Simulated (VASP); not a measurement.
Here is a VASP 6.6.1 calculation.

The input POSCAR:

```
Zn
1.0
    0.0000000000      1.9647760000      1.9647760000
    1.9647760000      0.0000000000      1.9647760000
    1.9647760000      1.9647760000      0.0000000000
Zn
1
Direct
    0.0000000000      0.0000000000      0.0000000000
```

File INCAR.step1:

```
PREC = Accurate ; ENCUT = 400
ISMEAR = 0 ; SIGMA = 0.15
LREAL = F ; LASPH = T
NELM = 120 ; ALGO = Normal
ISIF = 2 ; LWAVE = T
LCHARG = F ; GGA = PE
EDIFF = 1E-5 ; NBANDS = 12
GGA_COMPAT = F
```

INCAR.step2

```
PREC = Accurate ; ENCUT = 400
EDIFF = 1E-8 ; ISMEAR = 0
SIGMA = 0.15 ; LREAL = F
LASPH = T ; NELM = 120
ALGO = Normal ; ISIF = 2
LWAVE = F ; LCHARG = F
GGA = PE ; LHFCALC = T
HFSCREEN = 0.2079 ; PRECFOCK = Normal
LEFG = T ; ISTART = 1
NBANDS = 12 ; GGA_COMPAT = F
```

File KPOINTS:

```
regular mesh
0
Gamma
  7 7 7
```

Potentials or basis: VASP PAW PBE potentials, release 64 (Zn).

The run is started by

```sh
$ cat potpaw_PBE.64/Zn/POTCAR > POTCAR
$ cp INCAR.step1 INCAR
$ mpirun -np 1 vasp_std > vasp.out
$ cp INCAR.step2 INCAR
$ mpirun -np 1 vasp_std > vasp.out
```

Q: Estimate the pressure.

A: -0.9 GPa.

Q: Predict the band gap on the k mesh.

A: Zero (bands 6 and 7 overlap by 1.81 eV).

Caveat: the k points lie up to 0.40 Å⁻¹ apart, too coarse for converged energies and pressures of a metal; the PAW data sets were made with another functional, which shifts forces and pressure a little.
